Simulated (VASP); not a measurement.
# TiSi16 (a cell with a defect) in VASP: further runs

Runs on TiSi16 (a cell with a defect). Level: LDA. Tasks: single point.

All numbers are computed with VASP 6.6.1; they aren't measurements. Logs are shortened: lines on timing, memory, paths and dates and some standing lists are left out, and cuts for length are marked.

**1. The cell of the first run**

The cell holds a defect, 17 atoms: a = 7.679 Å, b = 7.679 Å, c = 7.679 Å, α = 60.00°, β = 60.00°, γ = 60.00°.

**2. Single point, LDA**

The input, INCAR:

```
SYSTEM = TiSi16
ALGO = Normal ; EDIFF = 1E-6
ENCUT = 520 ; ISIF = 2
ISMEAR = 0 ; LASPH = .TRUE.
LCHARG = .FALSE. ; LREAL = Auto
LWAVE = .FALSE. ; NBANDS = 52
NELM = 60 ; PREC = Accurate
SIGMA = 0.02
```

The input, KPOINTS:

```
k-points
0
G
  2 2 2
  0 0 0
```

The input, POSCAR:

```
TiSi16
1.0
    0.0000000000      5.4300000000      5.4300000000
    5.4300000000      0.0000000000      5.4300000000
    5.4300000000      5.4300000000      0.0000000000
Si Ti
16 1
Direct
    0.0087965930     -0.0132240331      0.0088627072
    0.1275785451      0.1234697053      0.1277137201
    0.0155011971      0.0031881215      0.5013883057
    0.1493921731      0.1254662063      0.6234546041
   -0.0081610497      0.4941393186     -0.0083523941
    0.1156688766      0.6181694291      0.1152499079
    0.0083846225      0.5110571823      0.4840693370
    0.1272480663      0.6296904236      0.6209410681
    0.5012222836      0.0034889503      0.0164511971
    0.6236290055      0.1258693370      0.1500573665
    0.5133243094      0.0162237569      0.5141648250
    0.6346250460      0.1372782689      0.6354399632
    0.4843418048      0.5113946593      0.0087716390
    0.6212093002      0.6299802026      0.1276676796
    0.5007697974      0.5182165746      0.5012320442
    0.6229302026      0.6522128913      0.6231394107
    0.7631554328      0.2658585635      0.7637097606
```

Potentials or basis: VASP PAW LDA potentials, release 64 (Si, Ti_sv).

On the command line:

```console
cat potpaw_LDA.64/Si/POTCAR potpaw_LDA.64/Ti_sv/POTCAR > POTCAR
mpirun -np 1 vasp_std > vasp.out
```

OUTCAR:

```text
SYSTEM = TiSi16
   EDIFF = 1E-6
   ENCUT = 520
   ISIF = 2
   ISMEAR = 0
   LASPH = .TRUE.
   LREAL = Auto
   NELM = 60
   PREC = Accurate

 ion  position               nearest neighbor table
   1  0.009  0.987  0.009-   6 2.32   2 2.35  10 2.42   4 2.42  17 2.68
   2  0.128  0.123  0.128-   5 2.33   3 2.35   9 2.35   1 2.35
   3  0.016  0.003  0.501-   8 2.34   2 2.35   4 2.37  12 2.39  17 2.85
   4  0.149  0.125  0.623-  11 2.29   3 2.37   1 2.42   7 2.42  17 2.43
   5  0.992  0.494  0.992-   6 2.33  14 2.33   8 2.33   2 2.33
   6  0.116  0.618  0.115-   1 2.32  13 2.32   7 2.32   5 2.33
   7  0.008  0.511  0.484-   6 2.32   8 2.35  16 2.42   4 2.42  17 2.68
   8  0.127  0.630  0.621-   5 2.33   3 2.34  15 2.35   7 2.35
   9  0.501  0.003  0.016-  14 2.35   2 2.35  10 2.37  12 2.39  17 2.85
  10  0.624  0.126  0.150-  11 2.29   9 2.37   1 2.42  13 2.42  17 2.43
  11  0.513  0.016  0.514-  12 2.28   4 2.29  16 2.29  10 2.29
  12  0.635  0.137  0.635-  11 2.28   3 2.39  15 2.39   9 2.39  17 2.42
  13  0.484  0.511  0.009-   6 2.32  14 2.35  10 2.42  16 2.42  17 2.68
  14  0.621  0.630  0.128-   5 2.33   9 2.35  15 2.35  13 2.35
  15  0.501  0.518  0.501-  14 2.35   8 2.35  16 2.37  12 2.39  17 2.85
  16  0.623  0.652  0.623-  11 2.29  15 2.37   7 2.42  13 2.42  17 2.43
  17  0.763  0.266  0.764-  12 2.42   4 2.43  10 2.43  16 2.43   7 2.68  13 2.68   1 2.68   9 2.85
                            15 2.85   3 2.85

  LATTYP: Found a face centered cubic cell.
 ALAT       =    10.8600000000

  Lattice vectors:

 A1 = (   0.0000000000,   5.4300000000,   5.4300000000)
 A2 = (   5.4300000000,   0.0000000000,   5.4300000000)
 A3 = (   5.4300000000,   5.4300000000,   0.0000000000)

Analysis of symmetry for initial positions (statically):
=====================================================================
 Subroutine PRICEL returns:
 Original cell was already a primitive cell.

 Routine SETGRP: Setting up the symmetry group for a
 face centered cubic supercell.

 Subroutine GETGRP returns: Found  1 space group operations
 (whereof  1 operations were pure point group operations)
 out of a pool of 48 trial point group operations.

The static configuration has the point symmetry C_1 .

Analysis of symmetry for dynamics (positions and initial velocities):
=====================================================================
 Subroutine PRICEL returns:
 Original cell was already a primitive cell.

 Routine SETGRP: Setting up the symmetry group for a
 face centered cubic supercell.

 Subroutine GETGRP returns: Found  1 space group operations
 (whereof  1 operations were pure point group operations)
 out of a pool of 48 trial point group operations.

The dynamic configuration has the point symmetry C_1 .

 Subroutine INISYM returns: Found  1 space group operations
 (whereof  1 operations are pure point group operations),
 and found     1 'primitive' translations

----------------------------------------------------------------------------------------

                                     Primitive cell

  volume of cell :     320.2060

  direct lattice vectors                    reciprocal lattice vectors
     0.000000000  5.430000000  5.430000000    -0.092081031  0.092081031  0.092081031
     5.430000000  0.000000000  5.430000000     0.092081031 -0.092081031  0.092081031
     5.430000000  5.430000000  0.000000000     0.092081031  0.092081031 -0.092081031

  length of vectors
     7.679179644  7.679179644  7.679179644     0.159489025  0.159489025  0.159489025

  position of ions in fractional coordinates (direct lattice)
     0.008796593  0.986775967  0.008862707
     0.127578545  0.123469705  0.127713720
     0.015501197  0.003188122  0.501388306
     0.149392173  0.125466206  0.623454604
     0.991838950  0.494139319  0.991647606
     0.115668877  0.618169429  0.115249908
[... 9 lines left out ...]
     0.622930203  0.652212891  0.623139411
     0.763155433  0.265858563  0.763709761

  ion indices of the primitive-cell ions
   primitive index   ion index
                 1           1
                 2           2
                 3           3
                 4           4
                 5           5
                 6           6
[... 9 lines left out ...]
                16          16
                17          17

----------------------------------------------------------------------------------------

 KPOINTS: k-points

Automatic generation of k-mesh.
 Grid dimensions read from file:
 generate k-points for:    2    2    2

 Generating k-lattice:

  Cartesian coordinates                     Fractional coordinates (reciprocal lattice)
    -0.046040516  0.046040516  0.046040516     0.500000000  0.000000000  0.000000000
     0.046040516 -0.046040516  0.046040516     0.000000000  0.500000000  0.000000000
     0.046040516  0.046040516 -0.046040516     0.000000000  0.000000000  0.500000000

  Length of vectors
     0.079744512  0.079744512  0.079744512

  Shift w.r.t. Gamma in fractional coordinates (k-lattice)
     0.000000000  0.000000000  0.000000000

 Subroutine IBZKPT returns following result:
 ===========================================

 Found      8 irreducible k-points:

 Following reciprocal coordinates:
            Coordinates               Weight
  0.000000  0.000000  0.000000      1.000000
  0.500000  0.000000  0.000000      1.000000
  0.000000  0.500000  0.000000      1.000000
  0.000000  0.000000  0.500000      1.000000
  0.500000  0.500000  0.500000      1.000000
  0.500000  0.500000  0.000000      1.000000
  0.000000  0.500000  0.500000      1.000000
  0.500000  0.000000  0.500000      1.000000
   k-points           NKPTS =      8   k-points in BZ     NKDIM =      8   number of bands    NBANDS=     52
   number of dos      NEDOS =    301   number of ions     NIONS =     17
   total plane-waves  NPLWV = 216000
   dimension x,y,z NGX =    60 NGY =   60 NGZ =   60
   dimension x,y,z NGXF=   120 NGYF=  120 NGZF=  120
   ions per type =              16   1
   NGX,Y,Z   is equivalent  to a cutoff of  12.99, 12.99, 12.99 a.u.
   NGXF,Y,Z  is equivalent  to a cutoff of  25.98, 25.98, 25.98 a.u.
 SYSTEM =  TiSi16
   PREC   = accura    normal or accurate (medium, high low for compatibility)
   ISTART =      0    job   : 0-new  1-cont  2-samecut
   ICHARG =      2    charge: 1-file 2-atom 10-const
   ISPIN  =      1    spin polarized calculation?
   LNONCOLLINEAR =      F non collinear calculations
   LSORBIT =      F    spin-orbit coupling
   LASPH  =      T    aspherical Exc in radial PAW
   ENCUT  =  520.0 eV  38.22 Ry    6.18 a.u.  14.28 14.28 14.28*2*pi/ulx,y,z
   NELM   =     60;   NELMIN=  2; NELMDL= -5     # of ELM steps
   EDIFF  = 0.1E-05   stopping-criterion for ELM
   LREAL  =      T    real-space projection
   EDIFFG = 0.1E-04   stopping-criterion for IOM
   NSW    =      0    number of steps for IOM
   IBRION =     -1    ionic relax: 0-MD 1-quasi-New 2-CG
   NFREE  =      0    steps in history (QN), initial steepest desc. (CG)
   ISIF   =      2    stress and relaxation
   ISYM   =      2    0-nonsym 1-usesym 2-fastsym
   POTIM  = 0.5000    time-step for ionic-motion
   TEBEG  =    0.0;   TEEND  =   0.0 temperature during run
   PSTRESS=    0.0 pullay stress
   NELECT =      76.0000    total number of electrons
   NUPDOWN=      -1.0000    fix difference up-down
   EMIN   =  10.00;   EMAX   =-10.00  energy-range for DOS
   EFERMI =   0.00;   METHOD = LEGACY
   ISMEAR =     0;   SIGMA  =   0.02  broadening in eV -4-tet -1-fermi 0-gaus
   EFERMI_NEDOS =   21; number of points for ismear=-14 and -15
   IALGO  =     38    algorithm
   IMIX   =      4    mixing-type and parameters
     AMIX     =   0.40;   BMIX     =  1.00
     AMIX_MAG =   1.60;   BMIX_MAG =  1.00
  volume/ion in A,a.u.               =      18.84       127.11
  Fermi-wavevector in a.u.,A,eV,Ry     =   1.013607  1.915439 13.978610  1.027399
  Thomas-Fermi vector in A             =   2.146786
   LORBIT       =      0    0 simple, 1 ext, 2 COOP (PROOUT), +10 PAW based schemes
   GGA     = CA    functional components
   LHFCALC =     F    Hartree Fock is set to
   AEXX    =    0.0000 exact exchange contribution
   IVDW    =     0    specifies the selected vdW correction
   LEPSILON=     F    determine dielectric tensor
   LRPA    =     F    only Hartree local field effects (RPA)
 non-spin polarized calculation
 Gauss-broadening in eV      SIGMA  =   0.02
  energy-cutoff  :      520.00
  volume of cell :      320.21
 maximum number of plane-waves:      8646
 NGX is ok and might be reduce to    60
   NGX = 29   NGY = 29   NGZ = 29

 number of electron      76.0000000 magnetization

 Free energy of the ion-electron system (eV)
  ---------------------------------------------------
  ext. energy  EPLUGINS =         0.00000000
  ---------------------------------------------------
  free energy    TOTEN  =      -101.87119666 eV

  energy without entropy =     -101.86303150  energy(sigma->0) =     -101.86711408

 E-fermi :   6.7675     XC(G=0):  -9.9329

 val. band max:        6.7413628189   @ k =   0.0000   0.0000   0.0000
 cond. band min:       6.7724282897   @ k =   0.0000   0.0000   0.5000
 fundamental gap:      0.0310654708
 Fermi energy:         6.7675458469

 k-point     1 :       0.0000    0.0000    0.0000
  band No.  band energies     occupation
      1     -49.3006      2.00000
      2     -26.0743      2.00000
      3     -26.0546      2.00000
      4     -26.0519      2.00000
      5      -5.7585      2.00000
      6      -3.5460      2.00000
[... 42 lines left out ...]
     49       8.1347      0.00000
     50       8.3752      0.00000

 k-point     2 :       0.5000    0.0000    0.0000
  band No.  band energies     occupation
      1     -49.3006      2.00000
      2     -26.0743      2.00000
      3     -26.0546      2.00000
      4     -26.0519      2.00000
      5      -5.0506      2.00000
      6      -4.8376      2.00000
[... 42 lines left out ...]
     49       9.2288      0.00000
     50       9.7474      0.00000

 k-point     3 :       0.0000    0.5000    0.0000
  band No.  band energies     occupation
      1     -49.3006      2.00000
      2     -26.0743      2.00000
      3     -26.0546      2.00000
      4     -26.0519      2.00000
      5      -5.0509      2.00000
      6      -4.8373      2.00000
[... 42 lines left out ...]
     49       9.2277      0.00000
     50       9.7480      0.00000

 k-point     4 :       0.0000    0.0000    0.5000
  band No.  band energies     occupation
      1     -49.3006      2.00000
      2     -26.0743      2.00000
      3     -26.0546      2.00000
      4     -26.0519      2.00000
      5      -5.0507      2.00000
      6      -4.8377      2.00000
[... 42 lines left out ...]
     49       9.2284      0.00000
     50       9.7492      0.00000

 k-point     5 :       0.5000    0.5000    0.5000
  band No.  band energies     occupation
      1     -49.3006      2.00000
      2     -26.0743      2.00000
      3     -26.0546      2.00000
      4     -26.0519      2.00000
      5      -5.0219      2.00000
      6      -4.8737      2.00000
[... 42 lines left out ...]
     49       9.3073      0.00000
     50       9.7565      0.00000

 k-point     6 :       0.5000    0.5000    0.0000
  band No.  band energies     occupation
      1     -49.3006      2.00000
      2     -26.0743      2.00000
      3     -26.0546      2.00000
      4     -26.0519      2.00000
      5      -4.7240      2.00000
      6      -4.6424      2.00000
[... 42 lines left out ...]
     49       9.7204      0.00000
     50      10.3876      0.00000

 k-point     7 :       0.0000    0.5000    0.5000
  band No.  band energies     occupation
      1     -49.3006      2.00000
      2     -26.0743      2.00000
      3     -26.0546      2.00000
      4     -26.0519      2.00000
      5      -4.7243      2.00000
      6      -4.6423      2.00000
[... 42 lines left out ...]
     49       9.7200      0.00000
     50      10.3882      0.00000

 k-point     8 :       0.5000    0.0000    0.5000
  band No.  band energies     occupation
      1     -49.3006      2.00000
      2     -26.0743      2.00000
      3     -26.0546      2.00000
      4     -26.0519      2.00000
      5      -4.7251      2.00000
      6      -4.6413      2.00000
[... 42 lines left out ...]
     49       9.7198      0.00000
     50      10.3870      0.00000
 [bands above 50 left out]

------------------------ aborting loop because EDIFF is reached ----------------------------------------

  FORCE on cell =-STRESS in cart. coord.  units (eV):
  Direction    XX          YY          ZZ          XY          YZ          ZX
  --------------------------------------------------------------------------------------
  -------------------------------------------------------------------------------------
  Total       -0.2677521     -0.2761253     -0.1957420     -0.1552967     -0.1186472     -0.1248096
  in kB       -1.3397200     -1.3816158     -0.9794113     -0.7770400     -0.5936611     -0.6244953
  external PRESSURE =      -1.2335824 kB  Pullay stress =       0.0000000 kB

 VOLUME and BASIS-vectors are now :
 -----------------------------------------------------------------------------
  energy-cutoff  :      520.00
  volume of cell :      320.21
      direct lattice vectors                 reciprocal lattice vectors
     0.000000000  5.430000000  5.430000000    -0.092081031  0.092081031  0.092081031
     5.430000000  0.000000000  5.430000000     0.092081031 -0.092081031  0.092081031
     5.430000000  5.430000000  0.000000000     0.092081031  0.092081031 -0.092081031

 POSITION                                       TOTAL-FORCE (eV/Angst)
 -----------------------------------------------------------------------------------
      5.40632      0.09589      5.40596         0.068266     -0.023136      0.069249
      1.36393      1.38624      1.36319         0.062853      0.020142      0.061804
      2.73985      2.80671      0.10148         0.018399      0.021372      0.023891
      4.06664      4.19656      1.49248         0.160870      0.006177      0.003115
      8.06782     10.77033      8.06886         0.095871      0.096954      0.094697
      3.98247      1.25389      3.98474         0.083791      0.085097      0.079538
[... 9 lines left out ...]
      6.92516      6.76616      6.92403         0.007799      0.158356      0.001301
      5.59056      8.29088      5.58755        -0.455931     -0.455355     -0.450338
 -----------------------------------------------------------------------------------
    total drift:                               -0.014118     -0.006999     -0.005388

  FREE ENERGIE OF THE ION-ELECTRON SYSTEM (eV)
  ---------------------------------------------------
  free  energy   TOTEN  =      -101.8711966598 eV

  energy  without entropy=     -101.8630314986  energy(sigma->0) =     -101.86711408
```

Wall time 2.2 min (1 thread of Intel Xeon 6975P-C (Granite Rapids), shared host); peak memory 0.38 GiB.

What came out:

| Quantity | Value |
| --- | --- |
| Free energy | -101.8712 eV |
| Pressure | -0.1 GPa |
| Largest force | 0.786 eV/Å |
| Band gap on the k mesh | zero (bands 38 and 39 overlap by 0.30 eV) |

Forces in eV/Å, atoms in the order of the input:
```
Si   0.068 -0.023  0.069
Si   0.063  0.020  0.062
Si   0.018  0.021  0.024
Si   0.161  0.006  0.003
Si   0.096  0.097  0.095
Si   0.084  0.085  0.080
Si   0.070  0.072 -0.014
Si   0.066  0.065  0.017
Si   0.019  0.018  0.011
Si   0.006  0.003  0.160
Si  -0.072 -0.070 -0.067
Si  -0.140 -0.144 -0.136
Si  -0.024  0.067  0.066
Si   0.016  0.062  0.060
Si   0.019  0.017  0.019
Si   0.008  0.158  0.001
Ti  -0.456 -0.455 -0.450
```

Stress tensor (GPa, compression positive):
```
-0.13 -0.08 -0.06
-0.08 -0.14 -0.06
-0.06 -0.06 -0.10
```

Levels at points of the mesh, in eV from the Fermi level:
| k point | band 34 | band 35 | band 36 | band 37 | band 38 | band 39 | band 40 | band 41 |
| --- | --- | --- | --- | --- | --- | --- | --- | --- |
| (0.00, 0.00, 0.00) | -0.96 | -0.96 | -0.92 | -0.46 | -0.29 | -0.29 | -0.03 | -0.03 |
| (0.50, 0.00, 0.00) | -1.83 | -1.29 | -1.24 | -0.21 | 0.01 | 0.27 | 0.35 | 0.55 |
| (0.00, 0.50, 0.00) | -1.83 | -1.29 | -1.24 | -0.21 | 0.01 | 0.27 | 0.35 | 0.55 |
| (0.00, 0.00, 0.50) | -1.83 | -1.29 | -1.24 | -0.21 | 0.00 | 0.27 | 0.35 | 0.55 |
| (0.50, 0.50, 0.50) | -1.91 | -1.26 | -1.26 | -0.35 | -0.08 | -0.07 | 0.56 | 0.57 |
| (0.50, 0.50, 0.00) | -1.91 | -1.87 | -1.75 | -0.61 | 0.01 | 0.52 | 0.70 | 1.10 |
| (0.00, 0.50, 0.50) | -1.91 | -1.87 | -1.75 | -0.61 | 0.01 | 0.51 | 0.70 | 1.10 |
| (0.50, 0.00, 0.50) | -1.91 | -1.87 | -1.74 | -0.61 | 0.00 | 0.52 | 0.70 | 1.10 |

Caveat: the k points lie up to 0.50 Å⁻¹ apart.

**3. Single point, LDA**

The input, INCAR:

```
PREC = Accurate
ENCUT = 520
EDIFF = 1E-6
ISMEAR = 0
SIGMA = 0.02
LREAL = Auto
LASPH = True
NELM = 100
ALGO = Normal
ISIF = 2
LWAVE = False
LCHARG = True
LELF = True
LVHAR = True
NBANDS = 52
```

The input, KPOINTS:

```
regular mesh
0
Gamma
  2 2 2
```

The input, POSCAR:

```
TiSi16
1.0
    0.0000000000      5.4300000000      5.4300000000
    5.4300000000      0.0000000000      5.4300000000
    5.4300000000      5.4300000000      0.0000000000
Si Ti
16 1
Direct
    0.0101220074     -0.0189914365      0.0102048803
    0.1264887661      0.1211607735      0.1266300184
    0.0143465930      0.0047558011      0.5004622468
    0.1579812155      0.1194046041      0.6150034991
   -0.0128782689      0.4919322284     -0.0132773481
    0.1115822284      0.6163820442      0.1108081952
    0.0095974217      0.5145780847      0.4757263352
    0.1261506446      0.6310130755      0.6158114180
    0.5003301105      0.0052247698      0.0155916206
    0.6152637201      0.1201432781      0.1588569061
    0.5167990792      0.0219854512      0.5180972376
    0.6414134438      0.1463887661      0.6422458564
    0.4761547882      0.5151446593      0.0102277164
    0.6163845304      0.6313902394      0.1266615101
    0.4998965009      0.5194000000      0.5004924494
    0.6145336096      0.6631015654      0.6149919890
    0.7860947514      0.2911455801      0.7866848066
```

Potentials or basis: VASP PAW LDA potentials, release 64 (Si, Ti_sv).

On the command line:

```console
cat potpaw_LDA.64/Si/POTCAR potpaw_LDA.64/Ti_sv/POTCAR > POTCAR
mpirun -np 1 vasp_std > vasp.out
```

Run time: 2.2 min. Hardware: 1 thread of Intel Xeon 6975P-C (Granite Rapids), shared host; peak memory 0.38 GiB.

The run converged. Its results:

| Quantity | Value |
| --- | --- |
| Free energy | -100.9384 eV |
| Pressure | 0.8 GPa |
| Largest force | 1.980 eV/Å |
| Band gap on the k mesh | zero (bands 38 and 39 overlap by 0.30 eV) |

Forces on the atoms (eV/Å):
```
Si   0.087 -0.053  0.086
Si   0.088  0.025  0.091
Si   0.047  0.078  0.081
Si   0.053  0.123  0.122
Si   0.126  0.129  0.127
Si   0.075  0.075  0.070
Si   0.090  0.090 -0.053
Si   0.091  0.089  0.027
Si   0.081  0.079  0.048
Si   0.122  0.120  0.058
Si   0.082  0.083  0.084
Si   0.027  0.027  0.036
Si  -0.055  0.087  0.084
Si   0.025  0.087  0.091
Si   0.079  0.047  0.079
Si   0.124  0.052  0.120
Ti  -1.143 -1.137 -1.149
```

Stress tensor (GPa, compression positive):
```
 0.79 -0.60 -0.59
-0.60  0.79 -0.57
-0.59 -0.57  0.80
```

Levels at points of the mesh, in eV from the Fermi level:
```csv
k point,band 36,band 37,band 38,band 39,band 40,band 41
"(0.00, 0.00, 0.00)",-0.67,-0.54,-0.24,-0.23,-0.06,-0.06
"(0.50, 0.00, 0.00)",-1.24,-0.37,0.00,0.17,0.61,0.62
"(0.00, 0.50, 0.00)",-1.24,-0.37,0.00,0.17,0.61,0.62
"(0.00, 0.00, 0.50)",-1.25,-0.37,-0.01,0.17,0.61,0.62
"(0.50, 0.50, 0.50)",-1.28,-0.19,-0.19,-0.16,0.70,0.70
"(0.50, 0.50, 0.00)",-1.74,-0.25,0.07,0.29,0.60,0.90
"(0.00, 0.50, 0.50)",-1.74,-0.25,0.07,0.29,0.60,0.90
"(0.50, 0.00, 0.50)",-1.74,-0.25,0.07,0.29,0.60,0.90
```

Caveat: the k points lie up to 0.50 Å⁻¹ apart.
